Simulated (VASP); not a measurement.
# TaWC2 (R-3m) in VASP: notebook

The runs below take TaWC2 through single point, with PBEsol, PBEsol+U.

All numbers are computed with VASP 6.6.1; they aren't measurements. Logs are shortened: lines on timing, memory, paths and dates and some standing lists are left out, and cuts for length are marked.

### Step 1. The cell of the first run

Symmetry: R-3m, No. 166, trigonal system. Conventional cell: a = 3.144 Å, b = 3.144 Å, c = 15.305 Å, α = 90.00°, β = 90.00°, γ = 120.00°. Within 2.9 Å of W (site symmetry -3m) lie 6 C at 2.21 Å. Ta (site symmetry -3m) has 6 C at 2.23 Å within 2.9 Å. C (site symmetry 3m) has 3 W at 2.21 Å and 3 Ta at 2.23 Å within 2.9 Å.

### Step 2. Single point, PBEsol

POSCAR reads:

```
TaWC2
1.0
    1.5718551461      0.9075109917      5.1016196719
   -1.5718551461      0.9075109917      5.1016196719
    0.0000000000     -1.8150219835      5.1016196719
W Ta C
1 1 2
Direct
    0.0000000000      0.0000000000      0.0000000000
    0.5000000000      0.5000000000      0.5000000000
    0.2509330000      0.2509330000      0.2509330000
    0.7490670000      0.7490670000      0.7490670000
```

INCAR.step1 reads:

```
SYSTEM = TaWC2
PREC     = Accurate       ! precision mode
ENCUT    = 520            ! plane-wave cutoff, eV
EDIFF    = 1E-6           ! SCF threshold, eV
ISMEAR   = -1             ! smearing method
SIGMA    = 0.05           ! smearing width, eV
LREAL    = .False.        ! projectors in reciprocal space
LASPH    = .True.         ! aspherical terms in the spheres
NELM     = 60             ! most SCF steps
ALGO     = Normal         ! electronic algorithm
ISIF     = 2              ! what is computed and relaxed
LWAVE    = .False.        ! write WAVECAR
LCHARG   = .True.         ! write CHGCAR
LMAXMIX  = 4              ! l up to which the mixer works
GGA      = PS             ! functional
NBANDS   = 24             ! bands
```

KPOINTS.step1 reads:

```
Automatic mesh
0
Gamma
  10 10 10
  0 0 0
```

INCAR.step2 reads:

```
SYSTEM = TaWC2
PREC     = Accurate       ! precision mode
ENCUT    = 520            ! plane-wave cutoff, eV
EDIFF    = 1E-6           ! SCF threshold, eV
ISMEAR   = -5             ! smearing method
SIGMA    = 0.05           ! smearing width, eV
LREAL    = .False.        ! projectors in reciprocal space
LASPH    = .True.         ! aspherical terms in the spheres
NELM     = 60             ! most SCF steps
ALGO     = Normal         ! electronic algorithm
ISIF     = 2              ! what is computed and relaxed
LWAVE    = .False.        ! write WAVECAR
LCHARG   = .False.        ! write CHGCAR
LMAXMIX  = 4              ! l up to which the mixer works
GGA      = PS             ! functional
LORBIT   = 11             ! projections on sites
NBANDS   = 24             ! bands
NEDOS    = 2001           ! points of the DOS
ICHARG   = 11             ! starting density
```

KPOINTS.step2 reads:

```
Automatic mesh
0
Gamma
  15 15 15
  0 0 0
```

Potentials or basis: VASP PAW PBE potentials, release 64 (W_sv, Ta_pv, C).

The run is started by

```console
$ cat potpaw_PBE.64/W_sv/POTCAR potpaw_PBE.64/Ta_pv/POTCAR potpaw_PBE.64/C/POTCAR > POTCAR
$ cp INCAR.step1 INCAR
$ cp KPOINTS.step1 KPOINTS
$ mpirun -np 1 vasp_std > vasp.out
$ cp INCAR.step2 INCAR
$ cp KPOINTS.step2 KPOINTS
$ mpirun -np 1 vasp_std > vasp.out
```

OUTCAR:

```text
SYSTEM = TaWC2
   PREC = Accurate
   ENCUT = 520
   EDIFF = 1E-6
   ISMEAR = -5
   LREAL = .False.
   LASPH = .True.
   NELM = 60
   ISIF = 2
   GGA = PS
   LORBIT = 11
   ICHARG = 11

 ion  position               nearest neighbor table
   1  0.000  0.000  0.000-   4 2.21   4 2.21   3 2.21   3 2.21   4 2.21   3 2.21   2 3.13   2 3.13
                             2 3.13   2 3.13   2 3.13   2 3.13
   2  0.500  0.500  0.500-   3 2.23   3 2.23   4 2.23   4 2.23   3 2.23   4 2.23   1 3.13   1 3.13
                             1 3.13   1 3.13   1 3.13   1 3.13
   3  0.251  0.251  0.251-   1 2.21   1 2.21   1 2.21   2 2.23   2 2.23   2 2.23
   4  0.749  0.749  0.749-   1 2.21   1 2.21   1 2.21   2 2.23   2 2.23   2 2.23

  LATTYP: Found a trigonal (rhomboedric) cell.
 ALAT       =     5.4148710120
 COS(alpha) =     0.8314693846

  Lattice vectors:

 A1 = (   1.5718551461,   0.9075109917,   5.1016196719)
 A2 = (  -1.5718551461,   0.9075109917,   5.1016196719)
 A3 = (   0.0000000000,  -1.8150219835,   5.1016196719)

Analysis of symmetry for initial positions (statically):
=====================================================================
 Subroutine PRICEL returns:
 Original cell was already a primitive cell.

 Routine SETGRP: Setting up the symmetry group for a
 trigonal (rhombohedral) supercell.

 Subroutine GETGRP returns: Found 12 space group operations
 (whereof 12 operations were pure point group operations)
 out of a pool of 12 trial point group operations.

The static configuration has the point symmetry D_3d.

Analysis of symmetry for dynamics (positions and initial velocities):
=====================================================================
 Subroutine PRICEL returns:
 Original cell was already a primitive cell.

 Routine SETGRP: Setting up the symmetry group for a
 trigonal (rhombohedral) supercell.

 Subroutine GETGRP returns: Found 12 space group operations
 (whereof 12 operations were pure point group operations)
 out of a pool of 12 trial point group operations.

The dynamic configuration has the point symmetry D_3d.

 Subroutine INISYM returns: Found 12 space group operations
 (whereof 12 operations are pure point group operations),
 and found     1 'primitive' translations

----------------------------------------------------------------------------------------

                                     Primitive cell

  volume of cell :      43.6640

  direct lattice vectors                    reciprocal lattice vectors
     1.571855146  0.907510992  5.101619672     0.318095469  0.183652505  0.065338727
    -1.571855146  0.907510992  5.101619672    -0.318095469  0.183652505  0.065338727
     0.000000000 -1.815021984  5.101619672     0.000000000 -0.367305009  0.065338727

  length of vectors
     5.414871012  5.414871012  5.414871012     0.373071198  0.373071198  0.373071198

  position of ions in fractional coordinates (direct lattice)
     0.000000000  0.000000000  0.000000000
     0.500000000  0.500000000  0.500000000
     0.250933000  0.250933000  0.250933000
     0.749067000  0.749067000  0.749067000

  ion indices of the primitive-cell ions
   primitive index   ion index
                 1           1
                 2           2
                 3           3
                 4           4

----------------------------------------------------------------------------------------

 KPOINTS: Automatic mesh

Automatic generation of k-mesh.
 Grid dimensions read from file:
 generate k-points for:   15   15   15

 Generating k-lattice:

  Cartesian coordinates                     Fractional coordinates (reciprocal lattice)
     0.021206365  0.012243500  0.004355915     0.066666667  0.000000000 -0.000000000
    -0.021206365  0.012243500  0.004355915     0.000000000  0.066666667 -0.000000000
     0.000000000 -0.024487001  0.004355915    -0.000000000 -0.000000000  0.066666667

  Length of vectors
     0.024871413  0.024871413  0.024871413

  Shift w.r.t. Gamma in fractional coordinates (k-lattice)
     0.000000000  0.000000000  0.000000000

 TETIRR: Found   1695 inequivalent tetrahedra from    20250

 Subroutine IBZKPT returns following result:
 ===========================================

 Found    344 irreducible k-points:

 Following reciprocal coordinates:
            Coordinates               Weight
  0.000000  0.000000  0.000000      1.000000
  0.066667  0.000000  0.000000      6.000000
  0.133333  0.000000  0.000000      6.000000
  0.200000 -0.000000 -0.000000      6.000000
  0.266667  0.000000  0.000000      6.000000
  0.333333 -0.000000  0.000000      6.000000
[... 16 lines left out ...]
  0.133333  0.133333 -0.000000      6.000000
  0.200000  0.133333  0.000000     12.000000
 [... further k-points ...]
   k-points           NKPTS =    344   k-points in BZ     NKDIM =    344   number of bands    NBANDS=     24
   number of dos      NEDOS =   2001   number of ions     NIONS =      4
   total plane-waves  NPLWV =  64000
   dimension x,y,z NGX =    40 NGY =   40 NGZ =   40
   dimension x,y,z NGXF=    80 NGYF=   80 NGZF=   80
   ions per type =               1   1   2
   NGX,Y,Z   is equivalent  to a cutoff of  12.28, 12.28, 12.28 a.u.
   NGXF,Y,Z  is equivalent  to a cutoff of  24.56, 24.56, 24.56 a.u.
 SYSTEM =  TaWC2
   PREC   = accura    normal or accurate (medium, high low for compatibility)
   ISTART =      0    job   : 0-new  1-cont  2-samecut
   ICHARG =     11    charge: 1-file 2-atom 10-const
   ISPIN  =      1    spin polarized calculation?
   LNONCOLLINEAR =      F non collinear calculations
   LSORBIT =      F    spin-orbit coupling
   LASPH  =      T    aspherical Exc in radial PAW
   ENCUT  =  520.0 eV  38.22 Ry    6.18 a.u.  10.07 10.07 10.07*2*pi/ulx,y,z
   NELM   =     60;   NELMIN=  2; NELMDL=  0     # of ELM steps
   EDIFF  = 0.1E-05   stopping-criterion for ELM
   LREAL  =      F    real-space projection
   EDIFFG = 0.1E-04   stopping-criterion for IOM
   NSW    =      0    number of steps for IOM
   IBRION =     -1    ionic relax: 0-MD 1-quasi-New 2-CG
   NFREE  =      0    steps in history (QN), initial steepest desc. (CG)
   ISIF   =      2    stress and relaxation
   ISYM   =      2    0-nonsym 1-usesym 2-fastsym
   POTIM  = 0.5000    time-step for ionic-motion
   TEBEG  =    0.0;   TEEND  =   0.0 temperature during run
   PSTRESS=    0.0 pullay stress
   NELECT =      33.0000    total number of electrons
   NUPDOWN=      -1.0000    fix difference up-down
   EMIN   =  10.00;   EMAX   =-10.00  energy-range for DOS
   EFERMI =   0.00;   METHOD = LEGACY
   ISMEAR =    -5;   SIGMA  =   0.05  broadening in eV -4-tet -1-fermi 0-gaus
   EFERMI_NEDOS =   21; number of points for ismear=-14 and -15
   IALGO  =     38    algorithm
   IMIX   =      4    mixing-type and parameters
     AMIX     =   0.40;   BMIX     =  1.00
     AMIX_MAG =   1.60;   BMIX_MAG =  1.00
  volume/ion in A,a.u.               =      10.92        73.66
  Fermi-wavevector in a.u.,A,eV,Ry     =   1.491208  2.817975 30.255294  2.223701
  Thomas-Fermi vector in A             =   2.603892
   LORBIT       =     11    0 simple, 1 ext, 2 COOP (PROOUT), +10 PAW based schemes
   GGA     = PS    functional components
   LHFCALC =     F    Hartree Fock is set to
   AEXX    =    0.0000 exact exchange contribution
   IVDW    =     0    specifies the selected vdW correction
   LEPSILON=     F    determine dielectric tensor
   LRPA    =     F    only Hartree local field effects (RPA)
 non-spin polarized calculation
 Fermi weights with tetrahedron method with Bloechl corrections
  energy-cutoff  :      520.00
  volume of cell :       43.66
 maximum number of plane-waves:      1196

 number of electron      33.0000000 magnetization

 Free energy of the ion-electron system (eV)
  ---------------------------------------------------
  ext. energy  EPLUGINS =         0.00000000
  ---------------------------------------------------
  free energy    TOTEN  =       -46.53502576 eV

  energy without entropy =      -46.53502576  energy(sigma->0) =      -46.53502576

 E-fermi :  10.1319     XC(G=0): -13.5216

 val. band max:       10.1770279229   @ k =  -0.2000   0.0667   0.0667
 cond. band min:       9.8729852121   @ k =   0.0000   0.0000   0.0000
 fundamental gap:     -0.3040427108
 Fermi energy:        10.1319313627

 k-point     1 :       0.0000    0.0000    0.0000
  band No.  band energies     occupation
      1     -65.1745      2.00000
      2     -29.4362      2.00000
      3     -29.2487      2.00000
      4     -29.2487      2.00000
      5     -25.5131      2.00000
      6     -25.1447      2.00000
[... 16 lines left out ...]
     23      13.0876      0.00000
     24      15.1453      0.00000

 k-point     2 :       0.0667    0.0000    0.0000
  band No.  band energies     occupation
      1     -65.1735      2.00000
      2     -29.4326      2.00000
      3     -29.2659      2.00000
      4     -29.2527      2.00000
      5     -25.5102      2.00000
      6     -25.1698      2.00000
[... 16 lines left out ...]
     23      12.9612      0.00000
     24      15.5817      0.00000

 k-point     3 :       0.1333    0.0000    0.0000
  band No.  band energies     occupation
      1     -65.1710      2.00000
      2     -29.4222      2.00000
      3     -29.3143      2.00000
      4     -29.2639      2.00000
      5     -25.5020      2.00000
      6     -25.2403      2.00000
[... 16 lines left out ...]
     23      12.8463      0.00000
     24      16.4908      0.00000
[... 514 lines left out ...]
 k-point    23 :       0.1333    0.1333   -0.0000
  band No.  band energies     occupation
      1     -65.1710      2.00000
      2     -29.4216      2.00000
      3     -29.3143      2.00000
      4     -29.2641      2.00000
      5     -25.5033      2.00000
      6     -25.2402      2.00000
[... 16 lines left out ...]
     23      12.9631      0.00000
     24      16.4544      0.00000

 k-point    24 :       0.2000    0.1333    0.0000
  band No.  band energies     occupation
      1     -65.1688      2.00000
      2     -29.4121      2.00000
      3     -29.3563      2.00000
      4     -29.2765      2.00000
      5     -25.4959      2.00000
      6     -25.3004      2.00000
[... 16 lines left out ...]
     23      13.9558      0.00000
     24      16.7192      0.00000

 [... further k-points ...]
[... 5 lines left out ...]
  --------------------------------------------------------------------------------------
  -------------------------------------------------------------------------------------
  Total       -2.7298850     -2.7298850     -2.6028487      0.0000000      0.0000000     -0.0000000
  in kB     -100.1685030   -100.1685030    -95.5071246      0.0000000      0.0000000     -0.0000000
  external PRESSURE =     -98.6147102 kB  Pullay stress =       0.0000000 kB

 VOLUME and BASIS-vectors are now :
 -----------------------------------------------------------------------------
  energy-cutoff  :      520.00
  volume of cell :       43.66
      direct lattice vectors                 reciprocal lattice vectors
     1.571855146  0.907510992  5.101619672     0.318095469  0.183652505  0.065338727
    -1.571855146  0.907510992  5.101619672    -0.318095469  0.183652505  0.065338727
     0.000000000 -1.815021984  5.101619672     0.000000000 -0.367305009  0.065338727

 POSITION                                       TOTAL-FORCE (eV/Angst)
 -----------------------------------------------------------------------------------
      0.00000      0.00000      0.00000         0.000000     -0.000000     -0.000000
      0.00000     -0.00000      7.65243        -0.000000     -0.000000     -0.000000
      0.00000     -0.00000      3.84049        -0.000000     -0.000000      0.122988
      0.00000     -0.00000     11.46436        -0.000000      0.000000     -0.122988
 -----------------------------------------------------------------------------------
    total drift:                                0.000000      0.000000      0.000000

  FREE ENERGIE OF THE ION-ELECTRON SYSTEM (eV)
  ---------------------------------------------------
  free  energy   TOTEN  =       -46.5350257572 eV

  energy  without entropy=      -46.5350257572  energy(sigma->0) =      -46.53502576

 total charge

# of ion       s       p       d       tot
------------------------------------------
    1        2.310   6.358   3.365  12.034
    2        0.297   6.265   2.393   8.954
    3        0.853   1.563   0.000   2.416
    4        0.853   1.563   0.000   2.416
--------------------------------------------------
tot          4.314  15.748   5.758  25.820
```

Wall time 7.4 min (1 thread of Intel Xeon Platinum 8488C (Sapphire Rapids), shared host); peak memory 0.53 GiB.

Results:

```yaml
Valence_electrons_inside_the_program's_atomic_spheres: W 12.03; Ta 8.95; C 2.42
```

Caveat: the PAW data sets were made with another functional, which shifts forces and pressure a little; spin-orbit coupling is left out, which moves the levels of the heavy elements.

### Step 3. Single point, PBEsol+U

POSCAR is that of step 2.

INCAR.step1 reads:

```
SYSTEM = TaWC2
PREC = Accurate
ENCUT = 520
EDIFF = 1E-7
ISMEAR = -1
SIGMA = 0.05
LREAL = .False.
LASPH = .True.
NELM = 150
ALGO = Normal
ISIF = 2
LWAVE = .False.
LCHARG = .True.
LMAXMIX = 4
LDAU = .True.
LDAUTYPE = 2
LDAUL = 2 2 -1
LDAUU = 2 2 0
LDAUJ = 0 0 0
LDAUPRINT = 1
GGA = PS
NBANDS = 24
```

KPOINTS.step1 reads:

```
regular mesh
0
Gamma
  10 10 10
  0 0 0
```

INCAR.step2 reads:

```
SYSTEM = TaWC2
PREC = Accurate
ENCUT = 520
EDIFF = 1E-7
ISMEAR = -5
SIGMA = 0.05
LREAL = .False.
LASPH = .True.
NELM = 150
ALGO = Normal
ISIF = 2
LWAVE = .False.
LCHARG = .False.
LMAXMIX = 4
LDAU = .True.
LDAUTYPE = 2
LDAUL = 2 2 -1
LDAUU = 2 2 0
LDAUJ = 0 0 0
LDAUPRINT = 1
GGA = PS
LORBIT = 11
NEDOS = 1001
ICHARG = 11
```

KPOINTS.step2 reads:

```
regular mesh
0
Gamma
  15 15 15
  0 0 0
```

Potentials or basis: VASP PAW PBE potentials, release 64 (W_sv, Ta_pv, C).

The run is started by

```console
$ cat potpaw_PBE.64/W_sv/POTCAR potpaw_PBE.64/Ta_pv/POTCAR potpaw_PBE.64/C/POTCAR > POTCAR
$ cp INCAR.step1 INCAR
$ cp KPOINTS.step1 KPOINTS
$ mpirun -np 1 vasp_std > vasp.out
$ cp INCAR.step2 INCAR
$ cp KPOINTS.step2 KPOINTS
$ mpirun -np 1 vasp_std > vasp.out
```

It took 7.1 min on 1 thread of Intel Xeon Platinum 8488C (Sapphire Rapids), shared host; peak memory 0.49 GiB.

It converged, with:

* Valence electrons inside the program's atomic spheres: W 12.00; Ta 8.89; C 2.43

Levels at points of the mesh, in eV from the Fermi level:
```tsv
k point	band 14	band 15	band 16	band 17	band 18	band 19
(0.00, 0.00, 0.00)	-2.17	-2.03	-0.91	-0.91	-0.85	-0.23
```

Eigenvalues of the final occupation matrices:
```
    site  spin  trace               eigenvalues
site 1 d     1   1.68  0.32 0.32 0.34 0.35 0.35
site 1 d     2   1.68  0.32 0.32 0.34 0.35 0.35
site 2 d     1   1.18  0.21 0.21 0.22 0.27 0.27
site 2 d     2   1.18  0.21 0.21 0.22 0.27 0.27
```

Caveat: the highest band is partly filled, so the run has too few bands; the PAW data sets were made with another functional, which shifts forces and pressure a little; spin-orbit coupling is left out, which moves the levels of the heavy elements; the U is typed as a test and isn't derived for this compound.
